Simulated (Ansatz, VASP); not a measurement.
## MgCd2O3: VASP beside Ansatz

```
CELL_PARAMETERS angstrom
0.00000 0.00146 -5.56365
-0.00065 6.12542 -0.00163
5.32156 -3.06327 0.00081
ATOMIC_POSITIONS crystal
Mg 0.99583 0.16094 0.99999
Mg 0.49586 0.83908 0.00001
Cd 0.50355 0.16482 0.67456
Cd 0.50355 0.49031 0.32549
Cd 0.00357 0.83524 0.32545
Cd 0.00357 0.50975 0.67451
O 0.09916 0.16729 0.69300
O 0.09915 0.47432 0.30705
O 0.63871 0.13669 0.99998
O 0.59917 0.52563 0.69294
O 0.59917 0.83268 0.30701
O 0.13872 0.86324 0.00001
```

Change from the starting cell: cell x1, atoms moved at random (sigma 0.1 Å) and cell strained at random (1.5 %), then relaxed without symmetry.

Alike in both runs: functional PBE; k mesh 4 × 4 × 4; occupations gaussian, width 0.1 eV; no spin polarisation.

Ansatz relaxed the structure, and its values are those at the end. VASP's run is a single point on that final structure, the one shown.

|  | VASP | Ansatz |
| --- | --- | --- |
| version | VASP 6.6.1 | Ansatz 0.2.0 |
| potentials or method | VASP PAW PBE potentials, release 64 (Mg, Cd, O), cutoff 520 eV | scalar-relativistic, plane waves, PAW |
| valence electrons in the cell | 88 | 136 |

```tsv
	VASP	Ansatz	Ansatz less VASP
gap on the k mesh at the Fermi level (eV)	0.84	0.85	+0.003
least direct gap on the mesh (eV)	0.84	0.85	+0.003
pressure (GPa)	0.7	0.0	-0.70
rms of the force components (eV/Å)	0.045	0.001	-0.0441
```

With one functional, cell and mesh, what is left measures potentials, basis and numerics. VASP's potentials hold 88 valence electrons a cell and Ansatz's 136, so a difference there can come from the potentials and not from the codes.
